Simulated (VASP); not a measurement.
# Co2Ru (Fd-3m) in VASP: single point with PBE

Aim: the single point of Co2Ru with PBE.

All numbers are computed with VASP 6.6.1; they aren't measurements. Logs are shortened: lines on timing, memory, paths and dates and some standing lists are left out, and cuts for length are marked.

### 1 The cell of the first run

It takes space group Fd-3m (No. 227, cubic). Conventional cell: a = 6.618 Å, b = 6.618 Å, c = 6.618 Å, α = 90.00°, β = 90.00°, γ = 90.00°. Within 3.1 Å of Co (site symmetry -3m) lie 6 Co at 2.34 Å and 6 Ru at 2.74 Å. Ru (site symmetry -43m) has 12 Co at 2.74 Å and 4 Ru at 2.87 Å within 3.6 Å.

### 2 Single point, PBE, collinear spin, ferromagnetic start

INCAR reads:

```
PREC = Accurate
ENCUT = 520
EDIFF = 1E-6
ISMEAR = 0
SIGMA = 0.1
LREAL = F
LASPH = T
NELM = 150
ALGO = Fast
ISIF = 2
LWAVE = F
LCHARG = F
ISPIN = 2
MAGMOM = 2.01 2.01 2.01 2.01 0.78 0.78
LORBIT = 11
LMAXMIX = 4
GGA = PE
NBANDS = 45
```

KPOINTS reads:

```
regular mesh
0
Gamma
  10 10 10
```

POSCAR reads:

```
Co2Ru
1.0
    0.0000000000      3.3089734359      3.3089734359
    3.3089734359      0.0000000000      3.3089734359
    3.3089734359      3.3089734359      0.0000000000
Co Ru
4 2
Direct
    0.1250000000      0.1250000000      0.1250000000
    0.6250000000      0.1250000000      0.1250000000
    0.1250000000      0.1250000000      0.6250000000
    0.1250000000      0.6250000000      0.1250000000
    0.5000000000      0.5000000000      0.5000000000
    0.7500000000      0.7500000000      0.7500000000
```

Potentials or basis: VASP PAW PBE potentials, release 64 (Co, Ru_pv).

Command:

```sh
cat potpaw_PBE.64/Co/POTCAR potpaw_PBE.64/Ru_pv/POTCAR > POTCAR
mpirun -np 1 vasp_std > vasp.out
```

OUTCAR:

```text
PREC = Accurate
   ENCUT = 520
   EDIFF = 1E-6
   ISMEAR = 0
   LREAL = F
   LASPH = T
   NELM = 150
   ISIF = 2
   ISPIN = 2
   LORBIT = 11
   GGA = PE

 ion  position               nearest neighbor table
   1  0.125  0.125  0.125-   2 2.34   3 2.34   4 2.34   3 2.34   4 2.34   2 2.34   6 2.74   5 2.74
                             6 2.74   5 2.74   6 2.74   5 2.74
   2  0.625  0.125  0.125-   1 2.34   3 2.34   4 2.34   1 2.34   3 2.34   4 2.34   5 2.74   6 2.74
                             5 2.74   5 2.74   6 2.74   6 2.74
   3  0.125  0.125  0.625-   1 2.34   1 2.34   2 2.34   4 2.34   4 2.34   2 2.34   6 2.74   5 2.74
                             6 2.74   5 2.74   6 2.74   5 2.74
   4  0.125  0.625  0.125-   1 2.34   3 2.34   1 2.34   2 2.34   3 2.34   2 2.34   5 2.74   6 2.74
                             5 2.74   6 2.74   6 2.74   5 2.74
   5  0.500  0.500  0.500-   1 2.74   3 2.74   4 2.74   1 2.74   2 2.74   3 2.74   1 2.74   2 2.74
                             4 2.74   2 2.74   3 2.74   4 2.74   6 2.87   6 2.87   6 2.87   6 2.87
   6  0.750  0.750  0.750-   2 2.74   3 2.74   4 2.74   1 2.74   2 2.74   4 2.74   1 2.74   2 2.74
                             3 2.74   1 2.74   3 2.74   4 2.74   5 2.87   5 2.87   5 2.87   5 2.87

  LATTYP: Found a face centered cubic cell.
 ALAT       =     6.6179468718

  Lattice vectors:

 A1 = (   0.0000000000,   3.3089734359,   3.3089734359)
 A2 = (   3.3089734359,   0.0000000000,   3.3089734359)
 A3 = (   3.3089734359,   3.3089734359,   0.0000000000)

Analysis of symmetry for initial positions (statically):
=====================================================================
 Subroutine PRICEL returns:
 Original cell was already a primitive cell.

 Routine SETGRP: Setting up the symmetry group for a
 face centered cubic supercell.

 Subroutine GETGRP returns: Found 48 space group operations
 (whereof 24 operations were pure point group operations)
 out of a pool of 48 trial point group operations.

The static configuration has the point symmetry T_d .
 The point group associated with its full space group is O_h .

Analysis of symmetry for dynamics (positions and initial velocities):
=====================================================================
 Subroutine PRICEL returns:
 Original cell was already a primitive cell.

 Routine SETGRP: Setting up the symmetry group for a
 face centered cubic supercell.

 Subroutine GETGRP returns: Found 48 space group operations
 (whereof 24 operations were pure point group operations)
 out of a pool of 48 trial point group operations.

The dynamic configuration has the point symmetry T_d .
 The point group associated with its full space group is O_h .

Analysis of structural, dynamic, and magnetic symmetry:
[... 162 lines left out ...]
  ---------------------------------------------------
  ext. energy  EPLUGINS =         0.00000000
  ---------------------------------------------------
  free energy    TOTEN  =       -45.43960731 eV

  energy without entropy =      -45.37663881  energy(sigma->0) =      -45.40812306

 E-fermi :  10.9585     XC(G=0): -13.5194

 val. band max:       10.9547867891   @ k =  -0.2000   0.3000   0.1000
 cond. band min:      10.9612325954   @ k =  -0.4000   0.4000   0.1000
 fundamental gap:      0.0064458064
 Fermi energy:        10.9585265997

 spin component 1

 k-point     1 :       0.0000    0.0000    0.0000
  band No.  band energies     occupation
      1     -32.0404      1.00000
      2     -32.0404      1.00000
      3     -32.0404      1.00000
      4     -31.8886      1.00000
      5     -31.8886      1.00000
      6     -31.8886      1.00000
[... 1117 lines left out ...]
     43      20.8963      0.00000
     44      21.0090      0.00000

 [... further k-points ...]

 spin component 2

 k-point     1 :       0.0000    0.0000    0.0000
  band No.  band energies     occupation
      1     -31.5147      1.00000
      2     -31.5147      1.00000
      3     -31.5147      1.00000
      4     -31.3610      1.00000
      5     -31.3610      1.00000
      6     -31.3610      1.00000
[... 1117 lines left out ...]
     43      21.4195      0.00000
     44      21.5029      0.00000

 [... further k-points ...]

 [bands above 44 left out]

------------------------ aborting loop because EDIFF is reached ----------------------------------------

  FORCE on cell =-STRESS in cart. coord.  units (eV):
  Direction    XX          YY          ZZ          XY          YZ          ZX
  --------------------------------------------------------------------------------------
  -------------------------------------------------------------------------------------
  Total       -0.4588916     -0.4588916     -0.4588916      0.0000000     -0.0000000      0.0000000
  in kB      -10.1463748    -10.1463748    -10.1463748      0.0000000     -0.0000000      0.0000000
  external PRESSURE =     -10.1463748 kB  Pullay stress =       0.0000000 kB

 VOLUME and BASIS-vectors are now :
 -----------------------------------------------------------------------------
  energy-cutoff  :      520.00
  volume of cell :       72.46
      direct lattice vectors                 reciprocal lattice vectors
     0.000000000  3.308973436  3.308973436    -0.151104265  0.151104265  0.151104265
     3.308973436  0.000000000  3.308973436     0.151104265 -0.151104265  0.151104265
     3.308973436  3.308973436  0.000000000     0.151104265  0.151104265 -0.151104265

 POSITION                                       TOTAL-FORCE (eV/Angst)
 -----------------------------------------------------------------------------------
      0.82724      0.82724      0.82724        -0.000000     -0.000000     -0.000000
      0.82724      2.48173      2.48173        -0.000000      0.000000     -0.000000
      2.48173      2.48173      0.82724        -0.000000      0.000000     -0.000000
      2.48173      0.82724      2.48173        -0.000000      0.000000     -0.000000
      3.30897      3.30897      3.30897        -0.000000     -0.000000     -0.000000
      4.96346      4.96346      4.96346         0.000000      0.000000      0.000000
 -----------------------------------------------------------------------------------
    total drift:                                0.000000      0.000000      0.000000

  FREE ENERGIE OF THE ION-ELECTRON SYSTEM (eV)
  ---------------------------------------------------
  free  energy   TOTEN  =       -45.4396073050 eV

  energy  without entropy=      -45.3766388146  energy(sigma->0) =      -45.40812306

 total charge

# of ion       s       p       d       tot
------------------------------------------
    1        0.515   0.569   7.262   8.346
    2        0.515   0.569   7.262   8.346
    3        0.515   0.569   7.262   8.346
    4        0.515   0.569   7.262   8.346
    5        0.335   6.230   5.884  12.449
    6        0.335   6.230   5.884  12.449
--------------------------------------------------
tot          2.731  14.736  40.816  58.283

 magnetization (x)

# of ion       s       p       d       tot
------------------------------------------
    1       -0.008  -0.032   1.787   1.747
    2       -0.008  -0.032   1.787   1.747
    3       -0.008  -0.032   1.787   1.747
    4       -0.008  -0.032   1.787   1.747
    5       -0.008  -0.020   0.661   0.633
    6       -0.008  -0.020   0.661   0.633
--------------------------------------------------
tot         -0.049  -0.167   8.471   8.255
```

OSZICAR:

```text
N       E                     dE             d eps       ncg     rms          rms(c)
DAV:   1     0.668761029344E+03    0.66876E+03   -0.30503E+04  8532   0.183E+03
DAV:   2     0.195991360271E+01   -0.66680E+03   -0.63448E+03  8460   0.466E+02
DAV:   3    -0.495736044573E+02   -0.51534E+02   -0.45951E+02  8874   0.150E+02
DAV:   4    -0.511217505529E+02   -0.15481E+01   -0.15262E+01  9401   0.272E+01
DAV:   5    -0.511855190427E+02   -0.63768E-01   -0.63746E-01 12818   0.439E+00    0.291E+01
RMM:   6    -0.690959896528E+02   -0.17910E+02   -0.69328E+01  9164   0.653E+01    0.537E+01
RMM:   7    -0.453823619298E+02    0.23714E+02   -0.18243E+01  8473   0.354E+01    0.901E+00
RMM:   8    -0.455220476171E+02   -0.13969E+00   -0.10493E+00  9205   0.545E+00    0.520E+00
RMM:   9    -0.454575710943E+02    0.64477E-01   -0.15891E-01  9010   0.299E+00    0.230E+00
RMM:  10    -0.454407798508E+02    0.16791E-01   -0.48093E-02  9610   0.158E+00    0.145E+00
RMM:  11    -0.454399083886E+02    0.87146E-03   -0.17990E-02  9155   0.778E-01    0.405E-01
RMM:  12    -0.454392920143E+02    0.61637E-03   -0.42124E-03 10755   0.383E-01    0.269E-01
RMM:  13    -0.454394677866E+02   -0.17577E-03   -0.12609E-03 10240   0.205E-01    0.151E-01
RMM:  14    -0.454395621978E+02   -0.94411E-04   -0.42143E-04 11655   0.982E-02    0.141E-01
RMM:  15    -0.454395930447E+02   -0.30847E-04   -0.25541E-04  9939   0.906E-02    0.382E-02
RMM:  16    -0.454396055083E+02   -0.12464E-04   -0.68105E-05 11074   0.379E-02    0.248E-02
RMM:  17    -0.454396074689E+02   -0.19605E-05   -0.20259E-05 10637   0.187E-02    0.828E-03
RMM:  18    -0.454396073050E+02    0.16382E-06   -0.47812E-06  7694   0.112E-02
   1 F= -.45439607E+02 E0= -.45408123E+02  d E =-.629685E-01  mag=     8.2226
```

It took 20 min on 1 thread of Intel Xeon 8259CL, shared host; peak memory 0.36 GiB.

What came out:

```
Free energy                                           : -45.4396 eV
Pressure                                              : -1.0 GPa
Net moment                                            : 8.22 μB per cell
Site moments                                          : Co +1.75; Ru +0.63 μB
Valence electrons inside the program's atomic spheres : Co 8.35; Ru 12.45
```
